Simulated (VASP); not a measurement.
# AlN (P6_3/mmc) in VASP: further runs

The runs below take AlN through single point, with PBEsol.

Everything below comes from runs of VASP 6.6.1. Logs are shortened: lines on timing, memory, paths and dates and some standing lists are left out, and cuts for length are marked.

## Step 1: The cell of the first run

It takes space group P6_3/mmc (No. 194, hexagonal). Conventional cell: a = 3.249 Å, b = 3.249 Å, c = 4.275 Å, α = 90.00°, β = 90.00°, γ = 120.00°. Within 2.5 Å of Al (site symmetry -6m2) lie 5 N at 1.88 to 2.14 Å. N (site symmetry -6m2) has 5 Al at 1.88 to 2.14 Å within 2.5 Å.

## Step 2: Single point, PBEsol (volume 9.770 Å^3 an atom, c/a of the conventional cell 1.3158)

The input, INCAR:

```
  PREC = Accurate
  ENCUT = 520
  EDIFF = 1E-6
  ISMEAR = 0
  SIGMA = 0.05
  LREAL = False
  LASPH = True
  NELM = 100
  ALGO = Normal
  ISIF = 2
  LWAVE = False
  LCHARG = False
  GGA = PS
  NBANDS = 16
```

The input, KPOINTS:

```
regular mesh
0
Gamma
  9 9 6
```

The input, POSCAR:

```
AlN
1.0
    3.2489220411      0.0000000000      0.0000000000
   -1.6244610206      2.8136490225      0.0000000000
    0.0000000000      0.0000000000      4.2749316216
Al N
2 2
Direct
    0.3333333333      0.6666666667      0.7500000000
    0.6666666667      0.3333333333      0.2500000000
    0.3333333333      0.6666666667      0.2500000000
    0.6666666667      0.3333333333      0.7500000000
```

Potentials or basis: VASP PAW PBE potentials, release 64 (Al, N).

Run with:

```bash
$ cat potpaw_PBE.64/Al/POTCAR potpaw_PBE.64/N/POTCAR > POTCAR
$ mpirun -np 1 vasp_std > vasp.out
```

OUTCAR:

```text
PREC = Accurate
   ENCUT = 520
   EDIFF = 1E-6
   ISMEAR = 0
   LREAL = False
   LASPH = True
   NELM = 100
   ISIF = 2
   GGA = PS

 ion  position               nearest neighbor table
   1  0.333  0.667  0.750-   4 1.88   4 1.88   4 1.88   3 2.14   3 2.14   2 2.84   2 2.84   2 2.84
                             2 2.84   2 2.84   2 2.84
   2  0.667  0.333  0.250-   3 1.88   3 1.88   3 1.88   4 2.14   4 2.14   1 2.84   1 2.84   1 2.84
                             1 2.84   1 2.84   1 2.84
   3  0.333  0.667  0.250-   2 1.88   2 1.88   2 1.88   1 2.14   1 2.14
   4  0.667  0.333  0.750-   1 1.88   1 1.88   1 1.88   2 2.14   2 2.14

  LATTYP: Found a hexagonal cell.
 ALAT       =     3.2489220411
 C/A-ratio  =     1.3158000000

  Lattice vectors:

 A1 = (   3.2489220411,   0.0000000000,   0.0000000000)
 A2 = (  -1.6244610206,   2.8136490225,   0.0000000000)
 A3 = (   0.0000000000,   0.0000000000,   4.2749316216)

Analysis of symmetry for initial positions (statically):
=====================================================================
 Subroutine PRICEL returns:
 Original cell was already a primitive cell.

 Routine SETGRP: Setting up the symmetry group for a
 hexagonal supercell.

 Subroutine GETGRP returns: Found 24 space group operations
 (whereof 12 operations were pure point group operations)
 out of a pool of 24 trial point group operations.

The static configuration has the point symmetry D_3d.
 The point group associated with its full space group is D_6h.

Analysis of symmetry for dynamics (positions and initial velocities):
=====================================================================
 Subroutine PRICEL returns:
 Original cell was already a primitive cell.

 Routine SETGRP: Setting up the symmetry group for a
 hexagonal supercell.

 Subroutine GETGRP returns: Found 24 space group operations
 (whereof 12 operations were pure point group operations)
 out of a pool of 24 trial point group operations.

The dynamic configuration has the point symmetry D_3d.
 The point group associated with its full space group is D_6h.

 Subroutine INISYM returns: Found 24 space group operations
 (whereof 12 operations are pure point group operations),
 and found     1 'primitive' translations

----------------------------------------------------------------------------------------

                                     Primitive cell

  volume of cell :      39.0785
[... 89 lines left out ...]
   LSORBIT =      F    spin-orbit coupling
   LASPH  =      T    aspherical Exc in radial PAW
   ENCUT  =  520.0 eV  38.22 Ry    6.18 a.u.   6.04  6.04  7.95*2*pi/ulx,y,z
   NELM   =    100;   NELMIN=  2; NELMDL= -5     # of ELM steps
   EDIFF  = 0.1E-05   stopping-criterion for ELM
   LREAL  =      F    real-space projection
   EDIFFG = 0.1E-04   stopping-criterion for IOM
   NSW    =      0    number of steps for IOM
   IBRION =     -1    ionic relax: 0-MD 1-quasi-New 2-CG
   NFREE  =      0    steps in history (QN), initial steepest desc. (CG)
   ISIF   =      2    stress and relaxation
   ISYM   =      2    0-nonsym 1-usesym 2-fastsym
   POTIM  = 0.5000    time-step for ionic-motion
   TEBEG  =    0.0;   TEEND  =   0.0 temperature during run
   PSTRESS=    0.0 pullay stress
   NELECT =      16.0000    total number of electrons
   NUPDOWN=      -1.0000    fix difference up-down
   EMIN   =  10.00;   EMAX   =-10.00  energy-range for DOS
   EFERMI =   0.00;   METHOD = LEGACY
   ISMEAR =     0;   SIGMA  =   0.05  broadening in eV -4-tet -1-fermi 0-gaus
   EFERMI_NEDOS =   21; number of points for ismear=-14 and -15
   IALGO  =     38    algorithm
   IMIX   =      4    mixing-type and parameters
     AMIX     =   0.40;   BMIX     =  1.00
     AMIX_MAG =   1.60;   BMIX_MAG =  1.00
  volume/ion in A,a.u.               =       9.77        65.93
  Fermi-wavevector in a.u.,A,eV,Ry     =   1.215632  2.297211 20.106153  1.477761
  Thomas-Fermi vector in A             =   2.351012
   LORBIT       =      0    0 simple, 1 ext, 2 COOP (PROOUT), +10 PAW based schemes
   GGA     = PS    functional components
   LHFCALC =     F    Hartree Fock is set to
   AEXX    =    0.0000 exact exchange contribution
   IVDW    =     0    specifies the selected vdW correction
   LEPSILON=     F    determine dielectric tensor
   LRPA    =     F    only Hartree local field effects (RPA)
 non-spin polarized calculation
 Gauss-broadening in eV      SIGMA  =   0.05
  energy-cutoff  :      520.00
  volume of cell :       39.08
 maximum number of plane-waves:      1068
   NGX = 13   NGY = 13   NGZ = 15

 number of electron      16.0000002 magnetization

 Free energy of the ion-electron system (eV)
  ---------------------------------------------------
  ext. energy  EPLUGINS =         0.00000000
  ---------------------------------------------------
  free energy    TOTEN  =       -30.90786765 eV

  energy without entropy =      -30.90786765  energy(sigma->0) =      -30.90786765

 E-fermi :   8.4488     XC(G=0): -11.4357

 val. band max:        8.2036048096   @ k =   0.0000   0.0000   0.0000
 cond. band min:      11.4327274726   @ k =   0.0000   0.0000   0.0000
 fundamental gap:      3.2291226630
 Fermi energy:         8.4488443843

 k-point     1 :       0.0000    0.0000    0.0000
  band No.  band energies     occupation
      1      -8.8234      2.00000
      2      -5.2865      2.00000
      3       0.9629      2.00000
      4       4.8570      2.00000
      5       4.8570      2.00000
      6       6.3412      2.00000
[... 433 lines left out ...]
      3       1.4064      2.00000
      4       2.4172      2.00000
      5       2.4172      2.00000
      6       4.7093      2.00000
[... 8 lines left out ...]
     15      19.2814      0.00000
     16      21.1574      0.00000

 [... further k-points ...]
[... 5 lines left out ...]
  --------------------------------------------------------------------------------------
  -------------------------------------------------------------------------------------
  Total        1.2678432      1.2678432     -1.0760939     -0.0000000      0.0000000     -0.0000000
  in kB       51.9801745     51.9801745    -44.1186659     -0.0000000      0.0000000     -0.0000000
  external PRESSURE =      19.9472277 kB  Pullay stress =       0.0000000 kB

 VOLUME and BASIS-vectors are now :
 -----------------------------------------------------------------------------
  energy-cutoff  :      520.00
  volume of cell :       39.08
      direct lattice vectors                 reciprocal lattice vectors
     3.248922041  0.000000000  0.000000000     0.307794397  0.177705178  0.000000000
    -1.624461021  2.813649022  0.000000000     0.000000000  0.355410356  0.000000000
     0.000000000  0.000000000  4.274931622     0.000000000  0.000000000  0.233921870

 POSITION                                       TOTAL-FORCE (eV/Angst)
 -----------------------------------------------------------------------------------
     -0.00000      1.87577      3.20620         0.000000     -0.000000      0.000000
      1.62446      0.93788      1.06873        -0.000000      0.000000      0.000000
     -0.00000      1.87577      1.06873         0.000000      0.000000      0.000000
      1.62446      0.93788      3.20620        -0.000000      0.000000      0.000000
 -----------------------------------------------------------------------------------
    total drift:                               -0.000000      0.000000      0.000000

  FREE ENERGIE OF THE ION-ELECTRON SYSTEM (eV)
  ---------------------------------------------------
  free  energy   TOTEN  =       -30.9078676469 eV

  energy  without entropy=      -30.9078676469  energy(sigma->0) =      -30.90786765
```

Run time: 14 s. Hardware: 1 thread of Intel Xeon 6975P-C, shared host; peak memory 0.16 GiB.

What came out:

```yaml
Free_energy: -30.9079 eV
Pressure: 2.0 GPa
Band_gap_on_the_k_mesh: 3.23 eV, direct
```

Stress tensor (GPa, compression positive):
```
 5.20  0.00  0.00
 0.00  5.20  0.00
 0.00  0.00 -4.41
```

Caveat: the PAW data sets were made with another functional, which shifts forces and pressure a little.

## Step 3: Single point, PBEsol (volume 9.770 Å^3 an atom, c/a of the conventional cell 1.2949)

The input, INCAR:

```
PREC = Accurate ; ENCUT = 520
EDIFF = 1E-7 ; ISMEAR = 0
SIGMA = 0.05 ; LREAL = False
LASPH = True ; NELM = 60
ALGO = Normal ; ISIF = 2
LWAVE = False ; LCHARG = True
GGA = PS ; LELF = True
LVHAR = True ; NBANDS = 16
```

The input, KPOINTS:

```
Automatic mesh
0
Gamma
  9 9 6
```

The input, POSCAR:

```
AlN
1.0
    3.2663082976      0.0000000000      0.0000000000
   -1.6331541488      2.8287059623      0.0000000000
    0.0000000000      0.0000000000      4.2295426146
Al N
2 2
Direct
    0.3333333333      0.6666666667      0.7500000000
    0.6666666667      0.3333333333      0.2500000000
    0.3333333333      0.6666666667      0.2500000000
    0.6666666667      0.3333333333      0.7500000000
```

Potentials or basis: VASP PAW PBE potentials, release 64 (Al, N).

Run with:

```bash
$ cat potpaw_PBE.64/Al/POTCAR potpaw_PBE.64/N/POTCAR > POTCAR
$ mpirun -np 1 vasp_std > vasp.out
```

OUTCAR:

```text
PREC = Accurate
   ENCUT = 520
   EDIFF = 1E-7
   ISMEAR = 0
   LREAL = False
   LASPH = True
   NELM = 60
   ISIF = 2
   GGA = PS

 ion  position               nearest neighbor table
   1  0.333  0.667  0.750-   4 1.89   4 1.89   4 1.89   3 2.11   3 2.11   2 2.83   2 2.83   2 2.83
                             2 2.83   2 2.83   2 2.83
   2  0.667  0.333  0.250-   3 1.89   3 1.89   3 1.89   4 2.11   4 2.11   1 2.83   1 2.83   1 2.83
                             1 2.83   1 2.83   1 2.83
   3  0.333  0.667  0.250-   2 1.89   2 1.89   2 1.89   1 2.11   1 2.11
[... 662 lines left out ...]
  -------------------------------------------------------------------------------------
  Total        0.8043146      0.8043146     -0.7763668      0.0000000      0.0000000     -0.0000000
  in kB       32.9760144     32.9760144    -31.8301845      0.0000000      0.0000000     -0.0000000
  external PRESSURE =      11.3739481 kB  Pullay stress =       0.0000000 kB

 VOLUME and BASIS-vectors are now :
 -----------------------------------------------------------------------------
  energy-cutoff  :      520.00
  volume of cell :       39.08
      direct lattice vectors                 reciprocal lattice vectors
     3.266308298  0.000000000  0.000000000     0.306156036  0.176759270  0.000000000
    -1.633154149  2.828705962  0.000000000     0.000000000  0.353518539  0.000000000
     0.000000000  0.000000000  4.229542615     0.000000000  0.000000000  0.236432185

 POSITION                                       TOTAL-FORCE (eV/Angst)
 -----------------------------------------------------------------------------------
     -0.00000      1.88580      3.17216        -0.000000      0.000000      0.000000
      1.63315      0.94290      1.05739         0.000000     -0.000000      0.000000
     -0.00000      1.88580      1.05739         0.000000      0.000000      0.000000
      1.63315      0.94290      3.17216        -0.000000     -0.000000      0.000000
 -----------------------------------------------------------------------------------
    total drift:                               -0.000000     -0.000000     -0.000000

  FREE ENERGIE OF THE ION-ELECTRON SYSTEM (eV)
  ---------------------------------------------------
  free  energy   TOTEN  =       -30.9288044196 eV

  energy  without entropy=      -30.9288044196  energy(sigma->0) =      -30.92880442
```

It took 16 s on 1 thread of Intel Xeon 6975P-C, shared host; peak memory 0.16 GiB.

Results:

```
Free energy            : -30.9288 eV
Pressure               : 1.1 GPa
Band gap on the k mesh : 3.26 eV, direct
```

Stress tensor (GPa, compression positive):
```
 3.30  0.00  0.00
 0.00  3.30  0.00
 0.00  0.00 -3.18
```

Levels at points of the mesh, in eV from the valence-band top:
```
           k point  band 4  band 5  band 6  band 7  band 8  band 9  band 10  band 11  band 12  band 13
(0.00, 0.00, 0.00)   -3.35   -3.35   -1.78   -1.78    0.00    3.26     4.51     8.29     8.29    11.21
(0.00, 0.00, 0.50)   -3.85   -2.60   -2.60   -2.60   -2.60    5.63     5.63     8.50     8.50     8.50
```

Caveat: the PAW data sets were made with another functional, which shifts forces and pressure a little.

(Continued in part 2 of 2.)
